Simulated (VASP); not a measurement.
Here is a VASP 6.6.1 calculation.

INCAR

```
SYSTEM = Sb2C3
ALGO = Normal
EDIFF = 1E-6
ENCUT = 520
GGA = PE
ISIF = 2
ISMEAR = 0
LASPH = .TRUE.
LCHARG = .FALSE.
LREAL = .FALSE.
LWAVE = .FALSE.
NBANDS = 19
NELM = 80
PREC = Accurate
SIGMA = 0.1
```

KPOINTS

```
k-points
0
G
  12 12 6
  0 0 0
```

The input POSCAR:

```
Sb2C3
1.0
    3.4142991504      0.0000000000      0.0000000000
   -1.7071495752      2.9568698004      0.0000000000
    0.0000000000      0.0000000000      7.0680810573
Sb C
2 3
Direct
    0.3333333333      0.6666666667      0.2190229774
    0.6666666667      0.3333333333      0.7809770226
    0.0000000000      0.0000000000      0.0000000000
    0.3333333333      0.6666666667      0.6513984566
    0.6666666667      0.3333333333      0.3486015434
```

Potentials or basis: VASP PAW PBE potentials, release 64 (Sb, C).

Run with:

```sh
$ cat potpaw_PBE.64/Sb/POTCAR potpaw_PBE.64/C/POTCAR > POTCAR
$ mpirun -np 1 vasp_std > vasp.out
```

(1) What does it give for the largest force?

(2) Estimate the pressure.

(3) What does it give for the band gap on the k mesh?

Answers

(1) 0.073 eV/Å.

(2) 0.2 GPa.

(3) zero (bands 11 and 12 overlap by 1.03 eV).

Caveat: spin-orbit coupling is left out, which moves the levels of the heavy elements.
